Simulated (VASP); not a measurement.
# CuSb2 (P-3m1) in VASP: a series of runs

Runs on CuSb2. Level: PBE. Tasks: relaxation of shape and atoms at fixed volume.

Everything below comes from runs of VASP 6.6.1. Logs are shortened: lines on timing, memory, paths and dates and some standing lists are left out, and cuts for length are marked.

## (1) The cell of the first run

It takes space group P-3m1 (No. 164, trigonal). The conventional cell has a = 4.059 Å, b = 4.059 Å, c = 4.993 Å, α = 90.00°, β = 90.00°, γ = 120.00°. Cu (site symmetry -3m) has 6 Sb at 2.68 Å within 3.5 Å. Sb (site symmetry 3m) has 3 Cu at 2.68 Å and 6 Sb at 3.36 to 3.49 Å within 3.5 Å.

## (2) Relaxation of shape and atoms at fixed volume, PBE (23.75 Å³/atom)

The input, INCAR:

```
SYSTEM = CuSb2
PREC = Accurate
ENCUT = 600
EDIFF = 1E-6
ISMEAR = 0
SIGMA = 0.05
LREAL = .FALSE.
LASPH = .TRUE.
NELM = 100
ALGO = Normal
ISIF = 4
LWAVE = .FALSE.
LCHARG = .FALSE.
GGA = PE
IBRION = 2
NSW = 60
EDIFFG = -0.01
```

The input, KPOINTS:

```
Automatic mesh
0
G
  10 10 8
  0 0 0
```

The input, POSCAR:

```
CuSb2
1.0
    4.0586715229      0.0000000000      0.0000000000
   -2.0293357615      3.5149126445      0.0000000000
    0.0000000000      0.0000000000      4.9934366610
Cu Sb
1 2
Direct
    0.0000000000      0.0000000000      0.0000000000
    0.3333333333      0.6666666667      0.2588614725
    0.6666666667      0.3333333333      0.7411385275
```

Potentials or basis: VASP PAW PBE potentials, release 64 (Cu, Sb).

Launch:

```console
$ cat potpaw_PBE.64/Cu/POTCAR potpaw_PBE.64/Sb/POTCAR > POTCAR
$ mpirun -np 1 vasp_std > vasp.out
```

OUTCAR:

```text
SYSTEM = CuSb2
   PREC = Accurate
   ENCUT = 600
   EDIFF = 1E-6
   ISMEAR = 0
   LREAL = .FALSE.
   LASPH = .TRUE.
   NELM = 100
   ISIF = 4
   GGA = PE
   IBRION = 2
   NSW = 60
   EDIFFG = -0.01

 ion  position               nearest neighbor table
   1  0.000  0.000  0.000-   2 2.68   3 2.68   3 2.68   2 2.68   3 2.68   2 2.68
   2  0.333  0.667  0.259-   1 2.68   1 2.68   1 2.68   3 3.36   3 3.36   3 3.36   3 3.49   3 3.49
                             3 3.49
   3  0.667  0.333  0.741-   1 2.68   1 2.68   1 2.68   2 3.36   2 3.36   2 3.36   2 3.49   2 3.49
                             2 3.49

  LATTYP: Found a hexagonal cell.
 ALAT       =     4.0586715229
 C/A-ratio  =     1.2303130797

  Lattice vectors:

 A1 = (   4.0586715229,   0.0000000000,   0.0000000000)
 A2 = (  -2.0293357615,   3.5149126445,   0.0000000000)
 A3 = (   0.0000000000,   0.0000000000,   4.9934366610)

Analysis of symmetry for initial positions (statically):
=====================================================================
 Subroutine PRICEL returns:
 Original cell was already a primitive cell.

 Routine SETGRP: Setting up the symmetry group for a
 hexagonal supercell.

 Subroutine GETGRP returns: Found 12 space group operations
 (whereof 12 operations were pure point group operations)
 out of a pool of 24 trial point group operations.

The static configuration has the point symmetry D_3d.

Analysis of symmetry for dynamics (positions and initial velocities):
=====================================================================
 Subroutine PRICEL returns:
 Original cell was already a primitive cell.

 Routine SETGRP: Setting up the symmetry group for a
 hexagonal supercell.

 Subroutine GETGRP returns: Found 12 space group operations
 (whereof 12 operations were pure point group operations)
 out of a pool of 24 trial point group operations.

The dynamic configuration has the point symmetry D_3d.

 Subroutine INISYM returns: Found 12 space group operations
 (whereof 12 operations are pure point group operations),
 and found     1 'primitive' translations

----------------------------------------------------------------------------------------

                                     Primitive cell

  volume of cell :      71.2357

  direct lattice vectors                    reciprocal lattice vectors
     4.058671523  0.000000000  0.000000000     0.246386039  0.142251046  0.000000000
    -2.029335762  3.514912644  0.000000000     0.000000000  0.284502092  0.000000000
     0.000000000  0.000000000  4.993436661     0.000000000  0.000000000  0.200262879

[... 109 lines left out ...]
   LORBIT       =      0    0 simple, 1 ext, 2 COOP (PROOUT), +10 PAW based schemes
   GGA     = PE    functional components
   LHFCALC =     F    Hartree Fock is set to
   AEXX    =    0.0000 exact exchange contribution
   IVDW    =     0    specifies the selected vdW correction
   LEPSILON=     F    determine dielectric tensor
   LRPA    =     F    only Hartree local field effects (RPA)
 conjugate gradient relaxation of ions
 non-spin polarized calculation
 Gauss-broadening in eV      SIGMA  =   0.05
  energy-cutoff  :      600.00
  volume of cell :       71.24
 maximum number of plane-waves:      2444
   NGX = 17   NGY = 17   NGZ = 19

--------------------------------------- Ionic step        1  -------------------------------------------

 number of electron      21.0000011 magnetization

 Free energy of the ion-electron system (eV)
  ---------------------------------------------------
  ext. energy  EPLUGINS =         0.00000000
  ---------------------------------------------------
  free energy    TOTEN  =       -11.73163590 eV

  energy without entropy =      -11.72954418  energy(sigma->0) =      -11.73059004

------------------------ aborting loop because EDIFF is reached ----------------------------------------

  FORCE on cell =-STRESS in cart. coord.  units (eV):
  Direction    XX          YY          ZZ          XY          YZ          ZX
  --------------------------------------------------------------------------------------
  -------------------------------------------------------------------------------------
  Total       -0.5991671     -0.5991671     -0.5571965      0.0000000     -0.0000000      0.0000000
  in kB      -13.4759868    -13.4759868    -12.5320176      0.0000000     -0.0000000      0.0000000
  external PRESSURE =     -13.1613304 kB  Pullay stress =       0.0000000 kB
[... 98 lines left out ...]
--------------------------------------- Ionic step        4  -------------------------------------------

 number of electron      21.0000009 magnetization

 Free energy of the ion-electron system (eV)
  ---------------------------------------------------
  ext. energy  EPLUGINS =         0.00000000
  ---------------------------------------------------
  free energy    TOTEN  =       -11.73241460 eV

  energy without entropy =      -11.73017465  energy(sigma->0) =      -11.73129462

 E-fermi :   7.2081     XC(G=0): -10.2000

 val. band max:        7.1988682475   @ k =   0.3000   0.3000   0.0000
 cond. band min:       7.2123643351   @ k =   0.1000  -0.0000   0.2500
 fundamental gap:      0.0134960877
 Fermi energy:         7.2081412221

 k-point     1 :       0.0000    0.0000    0.0000
  band No.  band energies     occupation
      1      -4.7723      2.00000
      2      -0.2461      2.00000
      3       2.2171      2.00000
      4       3.1444      2.00000
      5       3.1444      2.00000
      6       3.8469      2.00000
      7       3.8469      2.00000
      8       4.5305      2.00000
      9       8.0997      0.00000
     10       8.0997      0.00000
     11       8.3988      0.00000
     12       8.3988      0.00000
     13      10.6699      0.00000
     14      11.5676      0.00000
[... 377 lines left out ...]
      1      -2.6015      2.00000
      2      -1.6790      2.00000
      3       2.2789      2.00000
      4       3.4537      2.00000
      5       3.4825      2.00000
      6       3.8808      2.00000
      7       3.9341      2.00000
      8       4.4102      2.00000
      9       4.7866      2.00000
     10       5.0798      2.00000
     11       5.8594      2.00000
     12       8.0965      0.00000
     13       9.8831      0.00000
     14      10.3436      0.00000

 [... further k-points ...]

------------------------ aborting loop because EDIFF is reached ----------------------------------------

  FORCE on cell =-STRESS in cart. coord.  units (eV):
  Direction    XX          YY          ZZ          XY          YZ          ZX
  --------------------------------------------------------------------------------------
  -------------------------------------------------------------------------------------
  Total       -0.4358686     -0.4358686     -0.4657369      0.0000000      0.0000000      0.0000000
  in kB       -9.8032066     -9.8032066    -10.4749818      0.0000000      0.0000000      0.0000000
  external PRESSURE =     -10.0271316 kB  Pullay stress =       0.0000000 kB
[... 18 lines left out ...]
  FREE ENERGIE OF THE ION-ELECTRON SYSTEM (eV)
  ---------------------------------------------------
  free  energy   TOTEN  =       -11.7324145969 eV

  energy  without entropy=      -11.7301746496  energy(sigma->0) =      -11.73129462

 reached required accuracy - stopping structural energy minimisation
```

OSZICAR:

```text
N       E                     dE             d eps       ncg     rms          rms(c)
DAV:   1     0.118833107056E+03    0.11883E+03   -0.91719E+03  2632   0.161E+03
DAV:   2    -0.526776006763E+01   -0.12410E+03   -0.12084E+03  2770   0.289E+02
[... 28 lines left out ...]
       N       E                     dE             d eps       ncg     rms          rms(c)
DAV:   1    -0.117324714457E+02   -0.21183E-03   -0.71002E-02  2638   0.196E+00    0.117E-01
DAV:   2    -0.117325039168E+02   -0.32471E-04   -0.25083E-03  3484   0.595E-01    0.672E-02
DAV:   3    -0.117324444883E+02    0.59429E-04   -0.33868E-04  3630   0.571E-01    0.461E-02
DAV:   4    -0.117324154951E+02    0.28993E-04   -0.16094E-04  3206   0.435E-01    0.735E-03
DAV:   5    -0.117324145470E+02    0.94807E-06   -0.11123E-05  2926   0.325E-02    0.399E-03
DAV:   6    -0.117324145969E+02   -0.49889E-07   -0.15257E-06  1682   0.168E-02
   4 F= -.11732415E+02 E0= -.11731295E+02  d E =-.778700E-03
```

It took 3.4 min on 1 thread of Intel Xeon Platinum 8259CL at 2.50GHz (Skylake/Cascade Lake), shared host; peak memory 0.3 GiB.

Results:

| Item | Value |
| --- | --- |
| Free energy | -11.7324 eV |
| Energy gained by relaxing | 0.3 meV/atom |
| Ionic steps | 4 |
| Pressure after relaxing | -1.0 GPa |
| Largest force after relaxing | 0.009 eV/Å |
| Band gap on the k mesh | zero (an odd number of electrons rules out a gap without spin polarisation) |

Forces in eV/Å, atoms in the order of the input:
```
Cu   0.000  0.000  0.000
Sb   0.000  0.000  0.009
Sb   0.000  0.000 -0.009
```

Step by step:
| step | energy change (eV) | largest force (eV/Å) | pressure (GPa) | volume (Å³) |
| --- | --- | --- | --- | --- |
| 1 | 0.0000 | 0.0549 | -1.32 | 71.24 |
| 2 | -0.0003 | 0.0437 | -1.25 | 71.24 |
| 3 | -0.0006 | 0.0253 | -1.15 | 71.24 |
| 4 | -0.0008 | 0.0094 | -1.00 | 71.24 |

Final structure:
```xyz
3
Lattice="4.0531 0.0000 0.0000 -2.0265 3.5101 0.0000 0.0000 0.0000 5.0073" Properties=species:S:1:pos:R:3 pbc="T T T"
Cu    0.0000    0.0000    0.0000
Sb    0.0000    2.3400    1.2799
Sb    2.0265    1.1700    3.7274
```

Caveat: spin-orbit coupling is left out, which moves the levels of the heavy elements; an odd number of electrons without spin polarisation forces a metal; a magnetic or distorted state may lie lower.

## (3) Relaxation of shape and atoms at fixed volume, PBE (24.21 Å³/atom)

This run uses another cell than the first one, of 24.21 Å³/atom.

The input, INCAR:

```
SYSTEM = CuSb2
  PREC = Accurate
  ENCUT = 600
  EDIFF = 1E-6
  ISMEAR = 0
  SIGMA = 0.05
  LREAL = .FALSE.
  LASPH = .TRUE.
  NELM = 100
  ALGO = Normal
  ISIF = 4
  LWAVE = .FALSE.
  LCHARG = .FALSE.
  GGA = PE
  IBRION = 2
  NSW = 60
  EDIFFG = -0.01
```

The input, KPOINTS:

```
regular mesh
0
G
  10 10 8
  0 0 0
```

The input, POSCAR:

```
CuSb2
1.0
    4.0824429223      0.0000000000      0.0000000000
   -2.0412214612      3.5354992802      0.0000000000
    0.0000000000      0.0000000000      5.0322276394
Cu Sb
1 2
Direct
    0.0000000000      0.0000000000      0.0000000000
    0.3333333333      0.6666666667      0.2543841015
    0.6666666667      0.3333333333      0.7456158985
```

Potentials or basis: VASP PAW PBE potentials, release 64 (Cu, Sb).

Launch:

```console
$ cat potpaw_PBE.64/Cu/POTCAR potpaw_PBE.64/Sb/POTCAR > POTCAR
$ mpirun -np 1 vasp_std > vasp.out
```

It took 4.5 min on 1 thread of Intel Xeon Platinum 8259CL at 2.50GHz (Skylake/Cascade Lake), shared host; peak memory 0.32 GiB.

Results (log left out):

| Item | Value |
| --- | --- |
| Free energy | -11.7206 eV |
| Energy gained by relaxing | 0.4 meV/atom |
| Ionic steps | 5 |
| Pressure after relaxing | -1.7 GPa |
| Largest force after relaxing | 0.006 eV/Å |
| Band gap on the k mesh | zero (an odd number of electrons rules out a gap without spin polarisation) |

Forces on the atoms (eV/Å):
```
Cu   0.000  0.000  0.000
Sb   0.000  0.000 -0.006
Sb   0.000  0.000  0.006
```

Stress tensor (GPa, compression positive):
```
-1.65  0.00  0.00
 0.00 -1.65  0.00
 0.00  0.00 -1.73
```

The path:
| step | energy change (eV) | largest force (eV/Å) | pressure (GPa) | volume (Å³) |
| --- | --- | --- | --- | --- |
| 1 | 0.0000 | 0.0581 | -2.03 | 72.63 |
| 2 | -0.0004 | 0.0481 | -1.96 | 72.63 |
| 3 | -0.0010 | 0.0195 | -1.79 | 72.63 |
| 4 | -0.0011 | 0.0076 | -1.68 | 72.63 |
| 5 | -0.0011 | 0.0062 | -1.68 | 72.63 |

Final structure:
```yaml
crystal:
  lattice:
    - [4.07478, 0.00000, 0.00000]
    - [-2.03739, 3.52886, 0.00000]
    - [0.00000, 0.00000, 5.05117]
  atoms:
    - { symbol: Cu, position: [0.00000, 0.00000, 0.00000] }
    - { symbol: Sb, position: [0.33333, 0.66667, 0.25127] }
    - { symbol: Sb, position: [0.66667, 0.33333, 0.74873] }
```

Levels at points of the mesh, in eV from the Fermi level:
| k point | band 8 | band 9 | band 10 | band 11 | band 12 | band 13 | band 14 |
| --- | --- | --- | --- | --- | --- | --- | --- |
| (0.00, 0.00, 0.00) | -2.65 | 0.89 | 0.89 | 1.14 | 1.14 | 3.45 | 4.23 |
| (0.50, 0.00, 0.00) | -2.43 | -2.22 | -2.22 | -1.66 | 0.23 | 2.91 | 3.05 |
| (0.00, 0.00, 0.50) | 0.20 | 0.34 | 0.65 | 0.65 | 1.86 | 1.86 | 4.81 |
| (0.50, 0.00, 0.50) | -3.25 | -3.04 | -1.19 | 0.60 | 1.04 | 1.19 | 5.48 |

Caveat: spin-orbit coupling is left out, which moves the levels of the heavy elements; an odd number of electrons without spin polarisation forces a metal; a magnetic or distorted state may lie lower.

## (4) Relaxation of shape and atoms at fixed volume, PBE (24.91 Å³/atom)

This run uses another cell than the first one, of 24.91 Å³/atom.

The input, INCAR:

```
SYSTEM = CuSb2
PREC = Accurate ; ENCUT = 600
EDIFF = 1E-6 ; ISMEAR = 0
SIGMA = 0.05 ; LREAL = .FALSE.
LASPH = .TRUE. ; NELM = 60
ALGO = Normal ; ISIF = 4
LWAVE = .FALSE. ; LCHARG = .FALSE.
GGA = PE ; IBRION = 2
NSW = 60 ; EDIFFG = -0.01
```

KPOINTS is that of step 3.

The input, POSCAR:

```
CuSb2
1.0
    4.1203501214      0.0000000000      0.0000000000
   -2.0601750607      3.5683278776      0.0000000000
    0.0000000000      0.0000000000      5.0825623809
Cu Sb
1 2
Direct
    0.0000000000      0.0000000000      0.0000000000
    0.3333333333      0.6666666667      0.2478099591
    0.6666666667      0.3333333333      0.7521900409
```

Launch:

```console
$ cat potpaw_PBE.64/Cu/POTCAR potpaw_PBE.64/Sb/POTCAR > POTCAR
$ mpirun -np 1 vasp_std > vasp.out
```

Wall time 7 min (1 thread of Intel Xeon Platinum 8259CL at 2.50GHz (Skylake/Cascade Lake), shared host); peak memory 0.32 GiB.

It converged, with:

- Free energy: -11.6963 eV
- Energy gained by relaxing: 1.5 meV/atom
- Ionic steps: 7
- Pressure after relaxing: -2.2 GPa
- Band gap on the k mesh: zero (an odd number of electrons rules out a gap without spin polarisation)

The path:
```
step  energy change (eV)  largest force (eV/Å)  pressure (GPa)  volume (Å³)
   1              0.0000                0.1138           -3.01        74.73
   2             -0.0012                0.1004           -2.89        74.73
   3             -0.0037                0.0507           -2.53        74.73
   4             -0.0026                0.0816           -1.73        74.73
   5             -0.0044                0.0082           -2.22        74.73
   6             -0.0044                0.0045           -2.24        74.73
   7             -0.0044                0.0013           -2.19        74.73
```

Final structure:
```
Cu Sb
1.0
     4.11183    0.00000    0.00000
    -2.05591    3.56095    0.00000
     0.00000    0.00000    5.10366
Cu Sb
1 2
Direct
  0.00000 0.00000 0.00000
  0.33333 0.66667 0.24113
  0.66667 0.33333 0.75887
```

Levels at points of the mesh, in eV from the Fermi level:
| k point | band 9 | band 10 | band 11 | band 12 | band 13 | band 14 |
| --- | --- | --- | --- | --- | --- | --- |
| (0.00, 0.00, 0.00) | 0.87 | 0.87 | 1.01 | 1.01 | 3.25 | 4.19 |
| (0.50, 0.00, 0.00) | -2.25 | -2.23 | -1.53 | 0.38 | 2.75 | 2.93 |
| (0.00, 0.00, 0.50) | 0.20 | 0.64 | 0.64 | 1.66 | 1.66 | 4.72 |
| (0.50, 0.00, 0.50) | -3.02 | -1.42 | 0.79 | 1.04 | 1.05 | 5.37 |

Caveat: spin-orbit coupling is left out, which moves the levels of the heavy elements; an odd number of electrons without spin polarisation forces a metal; a magnetic or distorted state may lie lower.

## (5) Relaxation of shape and atoms at fixed volume, PBE (25.61 Å³/atom)

This run uses another cell than the first one, of 25.61 Å³/atom.

The input, INCAR:

```
SYSTEM = CuSb2
ALGO = Normal
EDIFF = 1E-7
EDIFFG = -0.01
ENCUT = 600
GGA = PE
IBRION = 2
ISIF = 4
ISMEAR = 0
LASPH = .TRUE.
LCHARG = .FALSE.
LREAL = .FALSE.
LWAVE = .FALSE.
NELM = 80
NSW = 60
PREC = Accurate
SIGMA = 0.05
```

The input, KPOINTS:

```
k-points
0
G
  10 10 8
  0 0 0
```

The input, POSCAR:

```
CuSb2
1.0
    4.1491846601      0.0000000000      0.0000000000
   -2.0745923301      3.5932993207      0.0000000000
    0.0000000000      0.0000000000      5.1526938612
Cu Sb
1 2
Direct
    0.0000000000      0.0000000000      0.0000000000
    0.3333333333      0.6666666667      0.2400493667
    0.6666666667      0.3333333333      0.7599506333
```

Launch:

```console
$ cat potpaw_PBE.64/Cu/POTCAR potpaw_PBE.64/Sb/POTCAR > POTCAR
$ mpirun -np 1 vasp_std > vasp.out
```

Run time: 7.6 min. Hardware: 1 thread of Intel Xeon Platinum 8259CL at 2.50GHz (Skylake/Cascade Lake), shared host; peak memory 0.32 GiB.

The run converged. Its results:

| Property | Result |
| --- | --- |
| Free energy | -11.6639 eV |
| Energy gained by relaxing | 1.6 meV/atom |
| Ionic steps | 5 |
| Pressure after relaxing | -2.7 GPa |
| Largest force after relaxing | 0.004 eV/Å |
| Band gap on the k mesh | zero (an odd number of electrons rules out a gap without spin polarisation) |

Forces in eV/Å, atoms in the order of the input:
```
Cu   0.000  0.000  0.000
Sb   0.000  0.000 -0.004
Sb   0.000  0.000  0.004
```

Step by step:
| step | energy change (eV) | largest force (eV/Å) | pressure (GPa) | volume (Å³) |
| --- | --- | --- | --- | --- |
| 1 | 0.0000 | 0.1251 | -3.56 | 76.82 |
| 2 | -0.0015 | 0.1035 | -3.42 | 76.82 |
| 3 | -0.0043 | 0.0404 | -2.94 | 76.82 |
| 4 | -0.0021 | 0.1193 | -1.88 | 76.82 |
| 5 | -0.0048 | 0.0045 | -2.69 | 76.82 |

Final structure:
```yaml
crystal:
  lattice:
    - [4.13606, 0.00000, 0.00000]
    - [-2.06803, 3.58193, 0.00000]
    - [0.00000, 0.00000, 5.18544]
  atoms:
    - { symbol: Cu, position: [0.00000, 0.00000, 0.00000] }
    - { symbol: Sb, position: [0.33333, 0.66667, 0.23340] }
    - { symbol: Sb, position: [0.66667, 0.33333, 0.76660] }
```

Levels at points of the mesh, in eV from the Fermi level:
```tsv
k point	band 6	band 7	band 8	band 9	band 10	band 11	band 12	band 13	band 14
(0.00, 0.00, 0.00)	-3.38	-3.38	-2.59	0.85	0.85	0.91	0.91	3.02	4.21
(0.50, 0.00, 0.00)	-3.37	-3.32	-2.54	-2.30	-2.26	-1.45	0.45	2.63	2.79
(0.00, 0.00, 0.50)	-3.39	-3.39	0.01	0.14	0.62	0.62	1.51	1.51	4.63
(0.50, 0.00, 0.50)	-3.50	-3.38	-3.28	-3.02	-1.58	0.92	0.94	1.00	5.17
```

Caveat: spin-orbit coupling is left out, which moves the levels of the heavy elements; an odd number of electrons without spin polarisation forces a metal; a magnetic or distorted state may lie lower.

## (6) Overview

```tsv
cell	gap on the mesh (eV)	pressure (GPa)	largest force (eV/Å)
relaxed from a = 4.059, b = 4.059, c = 4.993 Å, angles 90.0, 90.0, 120.0°, 3 atoms, atomic positions A	none	-1.0	0.01
relaxed from a = 4.082, b = 4.082, c = 5.032 Å, angles 90.0, 90.0, 120.0°, 3 atoms, atomic positions B	none	-1.7	0.01
relaxed from a = 4.120, b = 4.120, c = 5.083 Å, angles 90.0, 90.0, 120.0°, 3 atoms, atomic positions C	none	-2.2	-
relaxed from a = 4.149, b = 4.149, c = 5.153 Å, angles 90.0, 90.0, 120.0°, 3 atoms, atomic positions D	none	-2.7	-
```

Alike in all rows: task relaxation of shape and atoms at fixed volume; level PBE; potentials or basis VASP PAW PBE potentials, release 64 (Cu, Sb); no spin polarisation; k mesh 10 × 10 × 8; cutoff (eV) 600; smearing gaussian 0.05 eV.

Caveats: spin-orbit coupling is left out, which moves the levels of the heavy elements; an odd number of electrons without spin polarisation forces a metal; a magnetic or distorted state may lie lower.

Total energies depend on the potentials used, so only differences within one code and one set of settings carry meaning.

The gap in the log of VASP goes by the Fermi energy; the results here count the filled bands.